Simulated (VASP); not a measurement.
# CoSi2 (Immm) in VASP: single point with PBEsol

Aim: the single point of CoSi2 with PBEsol.

All numbers are computed with VASP 6.6.1; they aren't measurements. Logs are shortened: lines on timing, memory, paths and dates and some standing lists are left out, and cuts for length are marked.

**1. The cell of the first run**

The structure is orthorhombic, space group Immm (No. 71). Conventional cell: a = 3.714 Å, b = 3.926 Å, c = 5.253 Å, α = 90.00°, β = 90.00°, γ = 90.00°. Within 3.0 Å of Co (site symmetry mmm) lie 8 Si at 2.29 to 2.35 Å. Within 3.0 Å of Si (site symmetry mm2) lie 4 Co at 2.29 to 2.35 Å and 6 Si at 2.58 to 2.70 Å.

**2. Single point, PBEsol (uniaxial strain along a: +4.5 %)**

INCAR

```
PREC = Accurate ; ENCUT = 600
EDIFF = 1E-6 ; ISMEAR = 0
SIGMA = 0.1 ; LREAL = F
LASPH = T ; NELM = 120
ALGO = Normal ; ISIF = 2
LWAVE = F ; LCHARG = T
GGA = PS ; LELF = T
LVHAR = T ; NBANDS = 34
GGA_COMPAT = F
```

KPOINTS

```
Automatic mesh
0
Gamma
  10 10 8
```

POSCAR

```
CoSi2
1.0
    2.7757853390      2.7757853390      0.0000000000
   -2.6263710564      2.6263710564      0.0000000000
    0.0000000000      0.0000000000      5.2527421128
Co Si
2 4
Direct
    0.0000000000      0.0000000000      0.0000000000
    0.5000000000      0.5000000000      0.5000000000
    0.0000000000      0.5000000000      0.7458879037
    0.5000000000      0.0000000000      0.7541120963
    0.5000000000      0.0000000000      0.2458879037
    0.0000000000      0.5000000000      0.2541120963
```

Potentials or basis: VASP PAW PBE potentials, release 64 (Co_sv, Si).

Launch:

```console
cat potpaw_PBE.64/Co_sv/POTCAR potpaw_PBE.64/Si/POTCAR > POTCAR
mpirun -np 1 vasp_std > vasp.out
```

OUTCAR:

```text
PREC = Accurate
   ENCUT = 600
   EDIFF = 1E-6
   ISMEAR = 0
   LREAL = F
   LASPH = T
   NELM = 120
   ISIF = 2
   GGA = PS

 ion  position               nearest neighbor table
   1  0.000  0.000  0.000-   3 2.29   6 2.29   3 2.29   6 2.29   5 2.35   4 2.35   4 2.35   5 2.35

   2  0.500  0.500  0.500-   4 2.29   5 2.29   4 2.29   5 2.29   3 2.35   6 2.35   3 2.35   6 2.35

   3  0.000  0.500  0.746-   1 2.29   1 2.29   2 2.35   2 2.35   6 2.58   6 2.67   4 2.70   4 2.70
                             4 2.70   4 2.70
   4  0.500  0.000  0.754-   2 2.29   2 2.29   1 2.35   1 2.35   5 2.58   5 2.67   3 2.70   3 2.70
                             3 2.70   3 2.70
   5  0.500  0.000  0.246-   2 2.29   2 2.29   1 2.35   1 2.35   4 2.58   4 2.67   6 2.70   6 2.70
                             6 2.70   6 2.70
   6  0.000  0.500  0.254-   1 2.29   1 2.29   2 2.35   2 2.35   3 2.58   3 2.67   5 2.70   5 2.70
                             5 2.70   5 2.70

  LATTYP: Found a simple orthorhombic cell.
 ALAT       =     3.7142495678
 B/A-ratio  =     1.0568900126
 C/A-ratio  =     1.4142135624

  Lattice vectors:

 A1 = (   2.6263710564,  -2.6263710564,   0.0000000000)
 A2 = (   2.7757853390,   2.7757853390,   0.0000000000)
 A3 = (   0.0000000000,   0.0000000000,   5.2527421128)

Analysis of symmetry for initial positions (statically):
=====================================================================
 Subroutine PRICEL returns following result:

  LATTYP: Found a body centered orthorhombic cell.
 ALAT       =     3.7142495678
 B/A-ratio  =     1.0568900126
 C/A-ratio  =     1.4142135624

  Lattice vectors:

 A1 = (   2.7010781977,   0.0747071413,  -2.6263710564)
 A2 = (  -2.7010781977,  -0.0747071413,  -2.6263710564)
 A3 = (   0.0747071413,   2.7010781977,   2.6263710564)

   2 primitive cells build up your supercell.

 Routine SETGRP: Setting up the symmetry group for a
 simple orthorhombic supercell.

 Subroutine GETGRP returns: Found  8 space group operations
 (whereof  8 operations were pure point group operations)
 out of a pool of  8 trial point group operations.

The static configuration has the point symmetry D_2h.

Analysis of symmetry for dynamics (positions and initial velocities):
=====================================================================
 Subroutine PRICEL returns following result:

  LATTYP: Found a body centered orthorhombic cell.
 ALAT       =     3.7142495678
 B/A-ratio  =     1.0568900126
 C/A-ratio  =     1.4142135624

  Lattice vectors:

 A1 = (   2.7010781977,   0.0747071413,  -2.6263710564)
 A2 = (  -2.7010781977,  -0.0747071413,  -2.6263710564)
 A3 = (   0.0747071413,   2.7010781977,   2.6263710564)

   2 primitive cells build up your supercell.

 Routine SETGRP: Setting up the symmetry group for a
 simple orthorhombic supercell.

 Subroutine GETGRP returns: Found  8 space group operations
 (whereof  8 operations were pure point group operations)
 out of a pool of  8 trial point group operations.

The dynamic configuration has the point symmetry D_2h.

 Subroutine INISYM returns: Found  8 space group operations
 (whereof  8 operations are pure point group operations),
 and found     2 'primitive' translations

----------------------------------------------------------------------------------------

                                     Primitive cell

  volume of cell :      38.2938

  direct lattice vectors                    reciprocal lattice vectors
     2.701078198  0.074707141 -2.626371056     0.180129203  0.180129203 -0.190376755
    -2.701078198 -0.074707141 -2.626371056    -0.190376755  0.190376755 -0.190376755
     0.074707141  2.701078198  2.626371056    -0.010247553  0.370505958  0.000000000

  length of vectors
     3.768186502  3.768186502  3.768186502     0.318019446  0.329742213  0.370647646

  position of ions in fractional coordinates (direct lattice)
     0.000000000  0.000000000  0.000000000
     0.254112096  0.754112096  0.500000000
     0.745887904  0.245887904  0.500000000

  ion indices of the primitive-cell ions
   primitive index   ion index
                 1           1
                 2           5
                 3           4

----------------------------------------------------------------------------------------

 KPOINTS: Automatic mesh

Automatic generation of k-mesh.
 Grid dimensions read from file:
 generate k-points for:   10   10    8

 Generating k-lattice:

  Cartesian coordinates                     Fractional coordinates (reciprocal lattice)
     0.018012920  0.018012920  0.000000000     0.100000000  0.000000000  0.000000000
    -0.019037676  0.019037676  0.000000000     0.000000000  0.100000000  0.000000000
     0.000000000  0.000000000  0.023797094     0.000000000  0.000000000  0.125000000

  Length of vectors
     0.025474116  0.026923339  0.023797094

  Shift w.r.t. Gamma in fractional coordinates (k-lattice)
     0.000000000  0.000000000  0.000000000

 Subroutine IBZKPT returns following result:
 ===========================================

 Found    180 irreducible k-points:

 Following reciprocal coordinates:
            Coordinates               Weight
  0.000000  0.000000  0.000000      1.000000
  0.100000  0.000000  0.000000      2.000000
  0.200000  0.000000  0.000000      2.000000
  0.300000  0.000000  0.000000      2.000000
  0.400000  0.000000  0.000000      2.000000
  0.500000  0.000000  0.000000      1.000000
[... 16 lines left out ...]
  0.400000  0.300000  0.000000      4.000000
  0.500000  0.300000  0.000000      2.000000
 [... further k-points ...]
   k-points           NKPTS =    180   k-points in BZ     NKDIM =    180   number of bands    NBANDS=     34
   number of dos      NEDOS =    301   number of ions     NIONS =      6
   total plane-waves  NPLWV =  40320
   dimension x,y,z NGX =    32 NGY =   30 NGZ =   42
   dimension x,y,z NGXF=    64 NGYF=   60 NGZF=   84
   ions per type =               2   4
   NGX,Y,Z   is equivalent  to a cutoff of  13.55, 13.43, 13.29 a.u.
   NGXF,Y,Z  is equivalent  to a cutoff of  27.10, 26.86, 26.59 a.u.
 SYSTEM =  unknown system
   PREC   = accura    normal or accurate (medium, high low for compatibility)
   ISTART =      0    job   : 0-new  1-cont  2-samecut
   ICHARG =      2    charge: 1-file 2-atom 10-const
   ISPIN  =      1    spin polarized calculation?
   LNONCOLLINEAR =      F non collinear calculations
   LSORBIT =      F    spin-orbit coupling
   LASPH  =      T    aspherical Exc in radial PAW
   ENCUT  =  600.0 eV  44.10 Ry    6.64 a.u.   7.84  7.42 10.49*2*pi/ulx,y,z
   NELM   =    120;   NELMIN=  2; NELMDL= -5     # of ELM steps
   EDIFF  = 0.1E-05   stopping-criterion for ELM
   LREAL  =      F    real-space projection
   EDIFFG = 0.1E-04   stopping-criterion for IOM
   NSW    =      0    number of steps for IOM
   IBRION =     -1    ionic relax: 0-MD 1-quasi-New 2-CG
   NFREE  =      0    steps in history (QN), initial steepest desc. (CG)
   ISIF   =      2    stress and relaxation
   ISYM   =      2    0-nonsym 1-usesym 2-fastsym
   POTIM  = 0.5000    time-step for ionic-motion
   TEBEG  =    0.0;   TEEND  =   0.0 temperature during run
   PSTRESS=    0.0 pullay stress
   NELECT =      50.0000    total number of electrons
   NUPDOWN=      -1.0000    fix difference up-down
   EMIN   =  10.00;   EMAX   =-10.00  energy-range for DOS
   EFERMI =   0.00;   METHOD = LEGACY
   ISMEAR =     0;   SIGMA  =   0.10  broadening in eV -4-tet -1-fermi 0-gaus
   EFERMI_NEDOS =   21; number of points for ismear=-14 and -15
   IALGO  =     38    algorithm
   IMIX   =      4    mixing-type and parameters
     AMIX     =   0.40;   BMIX     =  1.00
     AMIX_MAG =   1.60;   BMIX_MAG =  1.00
  volume/ion in A,a.u.               =      12.76        86.14
  Fermi-wavevector in a.u.,A,eV,Ry     =   1.420187  2.683764 27.442008  2.016931
  Thomas-Fermi vector in A             =   2.541129
   LORBIT       =      0    0 simple, 1 ext, 2 COOP (PROOUT), +10 PAW based schemes
   GGA     = PS    functional components
   LHFCALC =     F    Hartree Fock is set to
   AEXX    =    0.0000 exact exchange contribution
   IVDW    =     0    specifies the selected vdW correction
   LEPSILON=     F    determine dielectric tensor
   LRPA    =     F    only Hartree local field effects (RPA)
 non-spin polarized calculation
 Gauss-broadening in eV      SIGMA  =   0.10
  energy-cutoff  :      600.00
  volume of cell :       76.59
 maximum number of plane-waves:      2592
 NGX is ok and might be reduce to    32
   NGX = 15   NGY = 15   NGZ = 21

 number of electron      50.0000035 magnetization

 Free energy of the ion-electron system (eV)
  ---------------------------------------------------
  ext. energy  EPLUGINS =         0.00000000
  ---------------------------------------------------
  free energy    TOTEN  =       -42.00094217 eV

  energy without entropy =      -41.99111870  energy(sigma->0) =      -41.99603043

 E-fermi :  10.5077     XC(G=0): -12.0141

 val. band max:       10.5004618116   @ k =   0.2000   0.2000   0.3750
 cond. band min:      10.5326718140   @ k =   0.0000   0.3000   0.3750
 fundamental gap:      0.0322100024
 Fermi energy:        10.5076806711

 k-point     1 :       0.0000    0.0000    0.0000
  band No.  band energies     occupation
      1     -83.9532      2.00000
      2     -83.9530      2.00000
      3     -47.4178      2.00000
      4     -47.4173      2.00000
      5     -47.4092      2.00000
      6     -47.4078      2.00000
[... 26 lines left out ...]
     33      15.6911      0.00000
     34      16.1008      0.00000

 k-point     2 :       0.1000    0.0000    0.0000
  band No.  band energies     occupation
      1     -83.9532      2.00000
      2     -83.9530      2.00000
      3     -47.4180      2.00000
      4     -47.4172      2.00000
      5     -47.4088      2.00000
      6     -47.4079      2.00000
[... 26 lines left out ...]
     33      15.4197      0.00000
     34      15.7248      0.00000

 k-point     3 :       0.2000    0.0000    0.0000
  band No.  band energies     occupation
      1     -83.9532      2.00000
      2     -83.9530      2.00000
      3     -47.4185      2.00000
      4     -47.4174      2.00000
      5     -47.4087      2.00000
      6     -47.4080      2.00000
[... 26 lines left out ...]
     33      15.9516      0.00000
     34      16.8723      0.00000

 k-point     4 :       0.3000    0.0000    0.0000
  band No.  band energies     occupation
      1     -83.9532      2.00000
      2     -83.9530      2.00000
      3     -47.4186      2.00000
      4     -47.4181      2.00000
      5     -47.4085      2.00000
      6     -47.4083      2.00000
[... 26 lines left out ...]
     33      16.2746      0.00000
     34      16.8143      0.00000

 k-point     5 :       0.4000    0.0000    0.0000
  band No.  band energies     occupation
      1     -83.9531      2.00000
      2     -83.9531      2.00000
      3     -47.4188      2.00000
      4     -47.4185      2.00000
      5     -47.4083      2.00000
      6     -47.4082      2.00000
[... 621 lines left out ...]
 k-point    22 :       0.3000    0.3000    0.0000
  band No.  band energies     occupation
      1     -83.9531      2.00000
      2     -83.9530      2.00000
      3     -47.4184      2.00000
      4     -47.4178      2.00000
      5     -47.4093      2.00000
      6     -47.4092      2.00000
[... 26 lines left out ...]
     33      17.6552      0.00000
     34      18.0482      0.00000

 k-point    23 :       0.4000    0.3000    0.0000
  band No.  band energies     occupation
      1     -83.9531      2.00000
      2     -83.9530      2.00000
      3     -47.4186      2.00000
      4     -47.4185      2.00000
      5     -47.4092      2.00000
      6     -47.4092      2.00000
[... 26 lines left out ...]
     33      18.8558      0.00000
     34      19.1780      0.00000

 k-point    24 :       0.5000    0.3000    0.0000
  band No.  band energies     occupation
      1     -83.9530      2.00000
      2     -83.9530      2.00000
      3     -47.4184      2.00000
      4     -47.4184      2.00000
      5     -47.4092      2.00000
      6     -47.4092      2.00000
[... 26 lines left out ...]
     33      19.6719      0.00000
     34      19.7044      0.00000

 [... further k-points ...]

------------------------ aborting loop because EDIFF is reached ----------------------------------------

  FORCE on cell =-STRESS in cart. coord.  units (eV):
  Direction    XX          YY          ZZ          XY          YZ          ZX
  --------------------------------------------------------------------------------------
  -------------------------------------------------------------------------------------
  Total       -2.7530476     -2.7530476     -0.9888005     -3.3285609      0.0000000      0.0000000
  in kB      -57.5925450    -57.5925450    -20.6852706    -69.6320299      0.0000000      0.0000000
  external PRESSURE =     -45.2901202 kB  Pullay stress =       0.0000000 kB

 VOLUME and BASIS-vectors are now :
 -----------------------------------------------------------------------------
  energy-cutoff  :      600.00
  volume of cell :       76.59
      direct lattice vectors                 reciprocal lattice vectors
     2.775785339  2.775785339  0.000000000     0.180129203  0.180129203  0.000000000
    -2.626371056  2.626371056  0.000000000    -0.190376755  0.190376755  0.000000000
     0.000000000  0.000000000  5.252742113     0.000000000  0.000000000  0.190376755

 POSITION                                       TOTAL-FORCE (eV/Angst)
 -----------------------------------------------------------------------------------
      0.00000      0.00000      0.00000         0.000000      0.000000      0.000000
      0.07471      2.70108      2.62637         0.000000      0.000000      0.000000
     -1.31319      1.31319      3.91796        -0.000000     -0.000000     -0.181806
      1.38789      1.38789      3.96116        -0.000000     -0.000000      0.181806
      1.38789      1.38789      1.29159        -0.000000     -0.000000     -0.181806
     -1.31319      1.31319      1.33479        -0.000000     -0.000000      0.181806
 -----------------------------------------------------------------------------------
    total drift:                               -0.000000      0.000000     -0.000000

  FREE ENERGIE OF THE ION-ELECTRON SYSTEM (eV)
  ---------------------------------------------------
  free  energy   TOTEN  =       -42.0009421724 eV

  energy  without entropy=      -41.9911186970  energy(sigma->0) =      -41.99603043
```

Wall time 3.6 min (1 thread of Intel Xeon 6975P-C (Granite Rapids), shared host); peak memory 0.52 GiB.

Results:

* Free energy: -42.0009 eV
* Pressure: -4.5 GPa
* Largest force: 0.182 eV/Å
* Band gap on the k mesh: zero (bands 25 and 26 overlap by 2.87 eV)

Forces in eV/Å, atoms in the order of the input:
```
Co   0.000  0.000  0.000
Co   0.000  0.000  0.000
Si   0.000  0.000 -0.182
Si   0.000  0.000  0.182
Si   0.000  0.000 -0.182
Si   0.000  0.000  0.182
```

Caveat: the cell differs from its parent crystal (uniaxial strain along a: +4.5 %); the cell stands under tension; the PAW data sets were made with another functional, which shifts forces and pressure a little; the run has no spin polarisation, though such a crystal can be magnetic. Spin polarisation is off, so any magnetic state and its effect on volume and gap are missing.
